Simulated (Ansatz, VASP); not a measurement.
Sr2TlO2 in VASP and in Ansatz

```xyz
5
Lattice="-2.2357 2.2357 5.4235 2.2357 -2.2357 5.4235 2.2357 2.2357 -5.4235" Properties=species:S:1:pos:R:3 pbc="T T T"
Sr    2.2357    0.0000    2.7117
Sr    0.0000    2.2357    2.7117
Tl    0.0000    0.0000    0.0000
O     0.0000    0.0000    4.0253
O     0.0000    0.0000    6.8217
```

Alike in both runs: task single point; functional PBE; k mesh 6 × 6 × 6; occupations gaussian, width 0.1 eV; no spin polarisation.

|  | VASP | Ansatz |
| --- | --- | --- |
| version | VASP 6.6.1 | Ansatz 0.2.0 |
| potentials or method | VASP PAW PBE potentials, release 64 (Sr_sv, Tl_d, O), cutoff 600 eV | scalar-relativistic, plane waves, PAW |
| valence electrons in the cell | 45 | 45 |

|  | VASP | Ansatz | Ansatz less VASP |
| --- | --- | --- | --- |
| gap on the k mesh at the Fermi level (eV) | none | none | - |
| pressure (GPa) | 0.7 | 0.4 | -0.23 |
| traceless stress, the component that is largest in VASP (GPa) | 0.83 | 0.96 | +0.123 |
| rms of the force components (eV/Å) | 0.788 | 0.803 | +0.0156 |

Atom by atom the forces differ by 0.016 eV/Å (rms over components). A gap of «none» marks a metal or a gap that the smearing closes. The functional is the same, so the differences come from potentials, cutoffs and numerics.

Neither program's run includes spin-orbit coupling.
